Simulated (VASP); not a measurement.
TePb: single point with PBE

Crystal: TePb.

```
Pb Te
1.0
     0.00000    3.08351    3.08351
     3.08351    0.00000    3.08351
     3.08351    3.08351    0.00000
Pb Te
1 1
Direct
  0.00000 0.00000 0.00000
  0.50000 0.50000 0.50000
```

This cell differs from its parent crystal: S replaced by Te, lengths x 1.079, strained.

```json
{
  "Program": "VASP 6.6.1",
  "Task": "single point",
  "Functional": "PBE",
  "Potentials or basis": "VASP PAW PBE potentials, release 64 (Pb_d, Te)",
  "Cutoff": "520 eV",
  "k mesh": "10 × 10 × 10",
  "Occupations": "gaussian, width 0.02 eV",
  "Spin": "no spin polarisation",
  "Dipole correction": "no",
  "Further INCAR settings": "ALGO = Normal; EDIFF = 1e-06; NBANDS = 17"
}
```

```
Pressure               : 11.1 GPa
Band gap on the k mesh : 0.37 eV, direct
```

Levels at points of the mesh, in eV from the valence-band top:
| k point | band 6 | band 7 | band 8 | band 9 | band 10 | band 11 | band 12 | band 13 | band 14 | band 15 |
| --- | --- | --- | --- | --- | --- | --- | --- | --- | --- | --- |
| (0.00, 0.00, 0.00) | -13.37 | -5.26 | -1.99 | -1.99 | -1.99 | 4.14 | 4.14 | 4.14 | 5.37 | 5.37 |
| (0.50, 0.00, 0.00) | -11.54 | -9.52 | -1.42 | -1.42 | 0.00 | 0.37 | 0.81 | 0.81 | 8.48 | 9.09 |
| (0.50, 0.50, 0.00) | -11.10 | -7.62 | -5.76 | -3.75 | -3.75 | 2.56 | 5.93 | 5.93 | 7.48 | 10.36 |

It took 12 s on 1 thread of Intel(R) Xeon(R) 6975P-C (Granite Rapids), on a shared host, peak memory 0.2 GiB.

Caveat: the cell differs from its parent crystal (S replaced by Te, lengths x 1.079, strained); spin-orbit coupling is left out, which moves the levels of the heavy elements. A k mesh can miss the band edges.
